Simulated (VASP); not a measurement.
# SrLiH3 (Pm-3m) in VASP: settings compared

The runs below take SrLiH3 through single point, with revPBE+D3(BJ), PBE.

Program: VASP 6.6.1. These are calculated values, not measurements. Logs are shortened: lines on timing, memory, paths and dates and some standing lists are left out, and cuts for length are marked.

### 1 The cell of the first run

Symmetry: Pm-3m, No. 221, cubic system. Conventional cell: a = 4.593 Å, b = 4.593 Å, c = 4.593 Å, α = 90.00°, β = 90.00°, γ = 90.00°. Li (site symmetry m-3m) has 12 H at 3.25 Å and 8 Sr at 3.98 Å within 4.3 Å. Sr (site symmetry m-3m) has 6 H at 2.30 Å within 3.0 Å. H (site symmetry 4/mmm) has 2 Sr at 2.30 Å within 3.0 Å.

### 2 Single point, revPBE+D3(BJ)

The input, INCAR:

```
PREC     = Accurate       # precision mode
ENCUT    = 520            # plane-wave cutoff, eV
EDIFF    = 1E-7           # SCF threshold, eV
ISMEAR   = 0              # smearing method
SIGMA    = 0.01           # smearing width, eV
LREAL    = F              # projectors in reciprocal space
LASPH    = T              # aspherical terms in the spheres
NELM     = 100            # most SCF steps
ALGO     = Normal         # electronic algorithm
ISIF     = 2              # what is computed and relaxed
LWAVE    = F              # write WAVECAR
LCHARG   = F              # write CHGCAR
GGA      = RE             # functional
IVDW     = 12             # dispersion correction
NBANDS   = 16             # bands
```

The input, KPOINTS:

```
Automatic mesh
0
Gamma
  4 4 4
```

The input, POSCAR:

```
SrLiH3
1.0
    4.5930842713      0.0000000000      0.0000000000
    0.0000000000      4.5930842713      0.0000000000
    0.0000000000      0.0000000000      4.5930842713
Li Sr H
1 1 3
Direct
    0.0000000000      0.0000000000      0.0000000000
    0.5000000000      0.5000000000      0.5000000000
    0.0000000000      0.5000000000      0.5000000000
    0.5000000000      0.0000000000      0.5000000000
    0.5000000000      0.5000000000      0.0000000000
```

Potentials or basis: VASP PAW PBE potentials, release 64 (Li_sv, Sr_sv, H).

Started as:

```bash
$ cat potpaw_PBE.64/Li_sv/POTCAR potpaw_PBE.64/Sr_sv/POTCAR potpaw_PBE.64/H/POTCAR > POTCAR
$ mpirun -np 1 vasp_std > vasp.out
```

OUTCAR:

```text
PREC = Accurate
   ENCUT = 520
   EDIFF = 1E-7
   ISMEAR = 0
   LREAL = F
   LASPH = T
   NELM = 100
   ISIF = 2
   GGA = RE
   IVDW = 12
 IVDW          = 12

 ion  position               nearest neighbor table
   1  0.000  0.000  0.000-
   2  0.500  0.500  0.500-   3 2.30   4 2.30   5 2.30   5 2.30   4 2.30   3 2.30
   3  0.000  0.500  0.500-   2 2.30   2 2.30
   4  0.500  0.000  0.500-   2 2.30   2 2.30
   5  0.500  0.500  0.000-   2 2.30   2 2.30

  LATTYP: Found a simple cubic cell.
 ALAT       =     4.5930842713

  Lattice vectors:

 A1 = (   4.5930842713,   0.0000000000,   0.0000000000)
 A2 = (   0.0000000000,   4.5930842713,   0.0000000000)
 A3 = (   0.0000000000,   0.0000000000,   4.5930842713)

Analysis of symmetry for initial positions (statically):
=====================================================================
 Subroutine PRICEL returns:
 Original cell was already a primitive cell.

 Routine SETGRP: Setting up the symmetry group for a
 simple cubic supercell.

 Subroutine GETGRP returns: Found 48 space group operations
 (whereof 48 operations were pure point group operations)
 out of a pool of 48 trial point group operations.

The static configuration has the point symmetry O_h .

Analysis of symmetry for dynamics (positions and initial velocities):
=====================================================================
 Subroutine PRICEL returns:
 Original cell was already a primitive cell.

 Routine SETGRP: Setting up the symmetry group for a
 simple cubic supercell.

 Subroutine GETGRP returns: Found 48 space group operations
 (whereof 48 operations were pure point group operations)
 out of a pool of 48 trial point group operations.

The dynamic configuration has the point symmetry O_h .

 Subroutine INISYM returns: Found 48 space group operations
 (whereof 48 operations are pure point group operations),
 and found     1 'primitive' translations

----------------------------------------------------------------------------------------

                                     Primitive cell

  volume of cell :      96.8976

  direct lattice vectors                    reciprocal lattice vectors
     4.593084271  0.000000000  0.000000000     0.217718627  0.000000000  0.000000000
     0.000000000  4.593084271  0.000000000     0.000000000  0.217718627  0.000000000
     0.000000000  0.000000000  4.593084271     0.000000000  0.000000000  0.217718627

  length of vectors
     4.593084271  4.593084271  4.593084271     0.217718627  0.217718627  0.217718627

  position of ions in fractional coordinates (direct lattice)
     0.000000000  0.000000000  0.000000000
     0.500000000  0.500000000  0.500000000
     0.000000000  0.500000000  0.500000000
     0.500000000  0.000000000  0.500000000
     0.500000000  0.500000000  0.000000000

  ion indices of the primitive-cell ions
   primitive index   ion index
                 1           1
                 2           2
                 3           3
                 4           4
                 5           5

----------------------------------------------------------------------------------------

 KPOINTS: Automatic mesh

Automatic generation of k-mesh.
 Grid dimensions read from file:
 generate k-points for:    4    4    4

 Generating k-lattice:

  Cartesian coordinates                     Fractional coordinates (reciprocal lattice)
     0.054429657  0.000000000  0.000000000     0.250000000  0.000000000  0.000000000
     0.000000000  0.054429657  0.000000000     0.000000000  0.250000000  0.000000000
     0.000000000  0.000000000  0.054429657     0.000000000  0.000000000  0.250000000

  Length of vectors
     0.054429657  0.054429657  0.054429657

  Shift w.r.t. Gamma in fractional coordinates (k-lattice)
     0.000000000  0.000000000  0.000000000

 Subroutine IBZKPT returns following result:
 ===========================================

 Found     10 irreducible k-points:

 Following reciprocal coordinates:
            Coordinates               Weight
  0.000000  0.000000  0.000000      1.000000
  0.250000  0.000000  0.000000      6.000000
  0.500000  0.000000  0.000000      3.000000
  0.250000  0.250000  0.000000     12.000000
  0.500000  0.250000  0.000000     12.000000
  0.500000  0.500000  0.000000      3.000000
  0.250000  0.250000  0.250000      8.000000
  0.500000  0.250000  0.250000     12.000000
  0.500000  0.500000  0.250000      6.000000
  0.500000  0.500000  0.500000      1.000000
   k-points           NKPTS =     10   k-points in BZ     NKDIM =     10   number of bands    NBANDS=     16
   number of dos      NEDOS =    301   number of ions     NIONS =      5
   total plane-waves  NPLWV =  46656
   dimension x,y,z NGX =    36 NGY =   36 NGZ =   36
   dimension x,y,z NGXF=    72 NGYF=   72 NGZF=   72
   ions per type =               1   1   3
   NGX,Y,Z   is equivalent  to a cutoff of  13.03, 13.03, 13.03 a.u.
   NGXF,Y,Z  is equivalent  to a cutoff of  26.06, 26.06, 26.06 a.u.
 SYSTEM =  unknown system
   PREC   = accura    normal or accurate (medium, high low for compatibility)
   ISTART =      0    job   : 0-new  1-cont  2-samecut
   ICHARG =      2    charge: 1-file 2-atom 10-const
   ISPIN  =      1    spin polarized calculation?
   LNONCOLLINEAR =      F non collinear calculations
   LSORBIT =      F    spin-orbit coupling
   LASPH  =      T    aspherical Exc in radial PAW
   ENCUT  =  520.0 eV  38.22 Ry    6.18 a.u.   8.54  8.54  8.54*2*pi/ulx,y,z
   NELM   =    100;   NELMIN=  2; NELMDL= -5     # of ELM steps
   EDIFF  = 0.1E-06   stopping-criterion for ELM
   LREAL  =      F    real-space projection
   EDIFFG = 0.1E-05   stopping-criterion for IOM
   NSW    =      0    number of steps for IOM
   IBRION =     -1    ionic relax: 0-MD 1-quasi-New 2-CG
   NFREE  =      0    steps in history (QN), initial steepest desc. (CG)
   ISIF   =      2    stress and relaxation
   ISYM   =      2    0-nonsym 1-usesym 2-fastsym
   POTIM  = 0.5000    time-step for ionic-motion
   TEBEG  =    0.0;   TEEND  =   0.0 temperature during run
   PSTRESS=    0.0 pullay stress
   NELECT =      16.0000    total number of electrons
   NUPDOWN=      -1.0000    fix difference up-down
   EMIN   =  10.00;   EMAX   =-10.00  energy-range for DOS
   EFERMI =   0.00;   METHOD = LEGACY
   ISMEAR =     0;   SIGMA  =   0.01  broadening in eV -4-tet -1-fermi 0-gaus
   EFERMI_NEDOS =   21; number of points for ismear=-14 and -15
   IALGO  =     38    algorithm
   IMIX   =      4    mixing-type and parameters
     AMIX     =   0.40;   BMIX     =  1.00
     AMIX_MAG =   1.60;   BMIX_MAG =  1.00
  volume/ion in A,a.u.               =      19.38       130.78
  Fermi-wavevector in a.u.,A,eV,Ry     =   0.898139  1.697237 10.975199  0.806654
  Thomas-Fermi vector in A             =   2.020811
   LORBIT       =      0    0 simple, 1 ext, 2 COOP (PROOUT), +10 PAW based schemes
   GGA     = RE    functional components
   LHFCALC =     F    Hartree Fock is set to
   AEXX    =    0.0000 exact exchange contribution
   IVDW    =    12    specifies the selected vdW correction
   LEPSILON=     F    determine dielectric tensor
   LRPA    =     F    only Hartree local field effects (RPA)
 non-spin polarized calculation
 Gauss-broadening in eV      SIGMA  =   0.01
  energy-cutoff  :      520.00
  volume of cell :       96.90
 maximum number of plane-waves:      2624
 NGX is ok and might be reduce to    36
   NGX = 17   NGY = 17   NGZ = 17

 number of electron      16.0000008 magnetization

 Free energy of the ion-electron system (eV)
  ---------------------------------------------------
  ext. energy  EPLUGINS =         0.00000000
  ---------------------------------------------------
  free energy    TOTEN  =       -13.70631408 eV

  energy without entropy =      -13.70631408  energy(sigma->0) =      -13.70631408

 E-fermi :  -1.1485     XC(G=0):  -6.6814

 val. band max:       -1.3162364910   @ k =   0.5000   0.5000   0.5000
 cond. band min:       0.5915474360   @ k =   0.5000   0.5000   0.0000
 fundamental gap:      1.9077839270
 Fermi energy:        -1.1485373227

 k-point     1 :       0.0000    0.0000    0.0000
  band No.  band energies     occupation
      1     -49.1715      2.00000
      2     -34.1081      2.00000
      3     -16.1741      2.00000
      4     -16.1741      2.00000
      5     -16.1741      2.00000
      6      -4.4212      2.00000
[... 8 lines left out ...]
     15       5.8573      0.00000
     16       8.6237      0.00000

 k-point     2 :       0.2500    0.0000    0.0000
  band No.  band energies     occupation
      1     -49.1716      2.00000
      2     -34.1065      2.00000
      3     -16.2353      2.00000
      4     -16.1715      2.00000
      5     -16.1715      2.00000
      6      -4.0454      2.00000
[... 8 lines left out ...]
     15       6.2618      0.00000
     16       7.0315      0.00000

 k-point     3 :       0.5000    0.0000    0.0000
  band No.  band energies     occupation
      1     -49.1715      2.00000
      2     -34.1049      2.00000
      3     -16.2949      2.00000
      4     -16.1688      2.00000
      5     -16.1688      2.00000
      6      -3.5829      2.00000
[... 8 lines left out ...]
     15       6.3817      0.00000
     16       7.1915      0.00000

 k-point     4 :       0.2500    0.2500    0.0000
  band No.  band energies     occupation
      1     -49.1716      2.00000
      2     -34.1049      2.00000
      3     -16.2328      2.00000
      4     -16.2315      2.00000
      5     -16.1689      2.00000
      6      -3.6478      2.00000
[... 8 lines left out ...]
     15       7.1061      0.00000
     16       7.6477      0.00000

 k-point     5 :       0.5000    0.2500    0.0000
  band No.  band energies     occupation
      1     -49.1715      2.00000
      2     -34.1033      2.00000
      3     -16.2913      2.00000
      4     -16.2290      2.00000
      5     -16.1663      2.00000
      6      -3.1610      2.00000
[... 8 lines left out ...]
     15       6.8199      0.00000
     16       7.2958      0.00000

 k-point     6 :       0.5000    0.5000    0.0000
  band No.  band energies     occupation
      1     -49.1715      2.00000
      2     -34.1018      2.00000
      3     -16.2878      2.00000
      4     -16.2878      2.00000
      5     -16.1638      2.00000
      6      -2.7069      2.00000
[... 8 lines left out ...]
     15       5.6689      0.00000
     16       6.0043      0.00000

 k-point     7 :       0.2500    0.2500    0.2500
  band No.  band energies     occupation
      1     -49.1715      2.00000
      2     -34.1033      2.00000
      3     -16.2304      2.00000
      4     -16.2283      2.00000
      5     -16.2283      2.00000
      6      -3.2129      2.00000
[... 8 lines left out ...]
     15       6.3848      0.00000
     16       7.6349      0.00000

 k-point     8 :       0.5000    0.2500    0.2500
  band No.  band energies     occupation
      1     -49.1715      2.00000
      2     -34.1018      2.00000
      3     -16.2878      2.00000
      4     -16.2266      2.00000
      5     -16.2253      2.00000
      6      -2.6643      2.00000
[... 8 lines left out ...]
     15       6.7125      0.00000
     16       7.1161      0.00000

 k-point     9 :       0.5000    0.5000    0.2500
  band No.  band energies     occupation
      1     -49.1715      2.00000
      2     -34.1002      2.00000
      3     -16.2842      2.00000
      4     -16.2842      2.00000
      5     -16.2229      2.00000
      6      -2.0940      2.00000
[... 8 lines left out ...]
     15       6.7215      0.00000
     16       6.7215      0.00000

 k-point    10 :       0.5000    0.5000    0.5000
  band No.  band energies     occupation
      1     -49.1715      2.00000
      2     -34.0986      2.00000
      3     -16.2807      2.00000
      4     -16.2807      2.00000
      5     -16.2807      2.00000
      6      -1.3162      2.00000
[... 8 lines left out ...]
     15       6.0851      0.00000
     16       8.0467      0.00000

------------------------ aborting loop because EDIFF is reached ----------------------------------------

 Edisp (eV)   -0.86391

 E8    (eV) :    -0.5955

  FORCE on cell =-STRESS in cart. coord.  units (eV):
  Direction    XX          YY          ZZ          XY          YZ          ZX
  --------------------------------------------------------------------------------------
  -------------------------------------------------------------------------------------
  Total      -0.00277    -0.00277    -0.00277    -0.00000     0.00000    -0.00000
  in kB      -0.04572    -0.04572    -0.04572    -0.00000     0.00000    -0.00000
  external pressure =       -0.05 kB  Pullay stress =        0.00 kB

 VOLUME and BASIS-vectors are now :
 -----------------------------------------------------------------------------
  energy-cutoff  :      520.00
  volume of cell :       96.90
      direct lattice vectors                 reciprocal lattice vectors
     4.593084271  0.000000000  0.000000000     0.217718627  0.000000000  0.000000000
     0.000000000  4.593084271  0.000000000     0.000000000  0.217718627  0.000000000
     0.000000000  0.000000000  4.593084271     0.000000000  0.000000000  0.217718627

 POSITION                                       TOTAL-FORCE (eV/Angst)
 -----------------------------------------------------------------------------------
      0.00000      0.00000      0.00000         0.000000      0.000000      0.000000
      2.29654      2.29654      2.29654         0.000000      0.000000      0.000000
      0.00000      2.29654      2.29654         0.000000      0.000000      0.000000
      2.29654      0.00000      2.29654         0.000000      0.000000      0.000000
      2.29654      2.29654      0.00000         0.000000      0.000000      0.000000
 -----------------------------------------------------------------------------------
    total drift:                                0.000000      0.000000      0.000000

  FREE ENERGIE OF THE ION-ELECTRON SYSTEM (eV)
  ---------------------------------------------------
  free  energy   TOTEN  =       -14.5702237228 eV

  energy  without entropy=      -14.5702237228  energy(sigma->0) =      -14.57022372
```

Run time: 33 s. Hardware: 1 thread of AMD EPYC 7R13, shared host; peak memory 0.22 GiB.

Results:

```
Free energy                : -14.5702 eV
Band gap on the k mesh     : 1.91 eV (least direct gap 2.32 eV)
Dispersion energy per atom : -0.173 eV
```

Levels at points of the mesh, in eV from the valence-band top:
```
           k point  band 4  band 5  band 6  band 7  band 8  band 9  band 10  band 11  band 12  band 13
(0.00, 0.00, 0.00)  -14.86  -14.86   -3.10   -0.98   -0.98    5.34     5.36     5.36     5.36     7.17
(0.50, 0.00, 0.00)  -14.85  -14.85   -2.27   -0.85   -0.85    4.00     4.80     4.80     6.21     7.37
(0.50, 0.50, 0.00)  -14.97  -14.85   -1.39   -0.42   -0.42    1.91     5.24     5.24     5.81     5.81
(0.50, 0.50, 0.50)  -14.96  -14.96    0.00    0.00    0.00    2.52     2.52     2.52     4.60     6.87
```

Caveat: the cutoff is under 1.25 times the usual one of these potentials, so pressure, stress and relaxed cells hold a basis-set (Pulay) error; the PAW data sets were made with another functional, which shifts forces and pressure a little.

### 3 Single point, PBE

This run uses another cell than the first one, of 20.01 Å³/atom.

The input, INCAR:

```
PREC = Accurate ; ENCUT = 520
EDIFF = 1E-7 ; ISMEAR = 0
SIGMA = 0.01 ; LREAL = F
LASPH = T ; NELM = 100
ALGO = Normal ; ISIF = 2
LWAVE = F ; LCHARG = T
GGA = PE ; LELF = T
LVHAR = T ; NBANDS = 16
```

The input, KPOINTS:

```
regular mesh
0
Gamma
  4 4 4
```

POSCAR: that of step 2 with these lines changed.

```diff
@@ -2,5 +2,5 @@
 1.0
-    4.5930842713      0.0000000000      0.0000000000
-    0.0000000000      4.5930842713      0.0000000000
-    0.0000000000      0.0000000000      4.5930842713
+    4.6421818381      0.0000000000      0.0000000000
+    0.0000000000      4.6421818381      0.0000000000
+    0.0000000000      0.0000000000      4.6421818381
 Li Sr H
```

Potentials or basis: VASP PAW PBE potentials, release 64 (Li_sv, Sr_sv, H).

Started as:

```bash
$ cat potpaw_PBE.64/Li_sv/POTCAR potpaw_PBE.64/Sr_sv/POTCAR potpaw_PBE.64/H/POTCAR > POTCAR
$ mpirun -np 1 vasp_std > vasp.out
```

It took 40 s on 1 thread of AMD EPYC 7R13, shared host; peak memory 0.21 GiB.

The run converged. Its results:

| Item | Value |
| --- | --- |
| Free energy | -13.8581 eV |
| Band gap on the k mesh | 1.84 eV (least direct gap 2.25 eV) |

Levels at points of the mesh, in eV from the valence-band top:
| k point | band 5 | band 6 | band 7 | band 8 | band 9 | band 10 | band 11 | band 12 |
| --- | --- | --- | --- | --- | --- | --- | --- | --- |
| (0.00, 0.00, 0.00) | -14.92 | -3.06 | -0.91 | -0.91 | 5.16 | 5.20 | 5.20 | 5.20 |
| (0.50, 0.00, 0.00) | -14.92 | -2.22 | -0.85 | -0.78 | 3.89 | 4.67 | 4.67 | 6.05 |
| (0.50, 0.50, 0.00) | -14.91 | -1.34 | -0.41 | -0.41 | 1.84 | 5.13 | 5.13 | 5.67 |
| (0.50, 0.50, 0.50) | -15.02 | 0.00 | 0.00 | 0.00 | 2.47 | 2.47 | 2.47 | 4.42 |

Caveat: the cutoff is under 1.25 times the usual one of these potentials, so pressure, stress and relaxed cells hold a basis-set (Pulay) error.
